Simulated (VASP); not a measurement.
Crystal: SiC (Moissanite).

```
CELL_PARAMETERS angstrom
3.07600 0.00000 0.00000
-1.53800 2.66389 0.00000
0.00000 0.00000 5.04800
ATOMIC_POSITIONS crystal
Si 0.33333 0.66667 0.00000
Si 0.66667 0.33333 0.50000
C 0.33333 0.66667 0.38500
C 0.66667 0.33333 0.88500
```

| Property | Result |
| --- | --- |
| Program | VASP 6.6.1 |
| Task | relaxation of cell and atoms |
| Functional | LDA |
| Potentials or basis | VASP PAW LDA potentials, release 64 (Si, C) |
| Cutoff | 600 eV |
| k mesh | 12 × 12 × 6 |
| Occupations | fermi-dirac, width 0.02 eV |
| Spin | no spin polarisation |

At the start: pressure -3.7 GPa; volume 10.34 Å³/atom.

Question: How do energy, volume and symmetry change on relaxing?

Answer: Over 7 steps the energy falls by 11.1 meV/atom and the volume is 10.16 Å³/atom (-1.7 %); space group P6_3mc (No. 186, to 0.05 Å).

Step by step:
| step | energy change (eV) | largest force (eV/Å) | pressure (GPa) | volume (Å³) |
| --- | --- | --- | --- | --- |
| 1 | 0.0000 | 0.7346 | -3.74 | 41.36 |
| 2 | -0.0074 | 0.6671 | 4.26 | 39.93 |
| 3 | -0.0419 | 0.0779 | 0.20 | 40.58 |
| 4 | -0.0419 | 0.0626 | 0.29 | 40.57 |
| 5 | -0.0445 | 0.0131 | 0.16 | 40.59 |
| 6 | -0.0446 | 0.0023 | 0.18 | 40.59 |
| 7 | -0.0446 | 0.0019 | -0.15 | 40.65 |

Final structure:
```cif
data_structure
_symmetry_space_group_name_H-M 'P 1'
_symmetry_Int_Tables_number 1
_cell_length_a 3.0581
_cell_length_b 3.0581
_cell_length_c 5.0190
_cell_angle_alpha 90.000
_cell_angle_beta 90.000
_cell_angle_gamma 120.000
_cell_volume 40.65
loop_
_atom_site_label
_atom_site_type_symbol
_atom_site_fract_x
_atom_site_fract_y
_atom_site_fract_z
_atom_site_occupancy
Si1 Si 0.33333 0.66667 0.00459 1
Si2 Si 0.66667 0.33333 0.50459 1
C1 C 0.33333 0.66667 0.38041 1
C2 C 0.66667 0.33333 0.88041 1
```
